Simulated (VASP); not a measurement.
Crystal: Hf.

```xyz
2
Lattice="3.0968 0.0000 0.0000 -1.5484 2.6819 0.0000 0.0000 0.0000 5.0168" Properties=species:S:1:pos:R:3 pbc="T T T"
Hf    0.0000    1.7879    1.2542
Hf    1.5484    0.8940    3.7626
```

- Program: VASP 6.6.1
- Task: relaxation of cell and atoms
- Functional: LDA
- Potentials or basis: VASP PAW LDA potentials, release 64 (Hf_pv)
- Cutoff: 600 eV
- k mesh: 16 × 16 × 9
- Occupations: fermi-dirac, width 0.1 eV
- Spin: no spin polarisation

At the start: pressure -0.0 GPa; volume 20.83 Å³/atom.

Q: Where does the relaxation end?

A: Over 6 steps the energy falls by 2.2 meV/atom and the volume is 20.84 Å³/atom (+0.1 %); space group P6_3/mmc (No. 194, to 0.1 Å) before and after.

The path:
```csv
step,energy change (eV),largest force (eV/Å),pressure (GPa),volume (Å³)
1,0.0000,0.0000,-0.03,41.67
2,-0.0043,0.0000,0.12,41.64
3,-0.0045,0.0000,0.16,41.63
4,-0.0045,0.0000,0.17,41.63
5,-0.0044,0.0000,-0.23,41.77
6,-0.0045,0.0000,-0.01,41.69
```

Final structure:
```yaml
crystal:
  lattice:
    - [3.11863, 0.00000, 0.00000]
    - [-1.55931, 2.70081, 0.00000]
    - [0.00000, 0.00000, 4.94937]
  atoms:
    - { symbol: Hf, position: [0.33333, 0.66667, 0.25000] }
    - { symbol: Hf, position: [0.66667, 0.33333, 0.75000] }
```
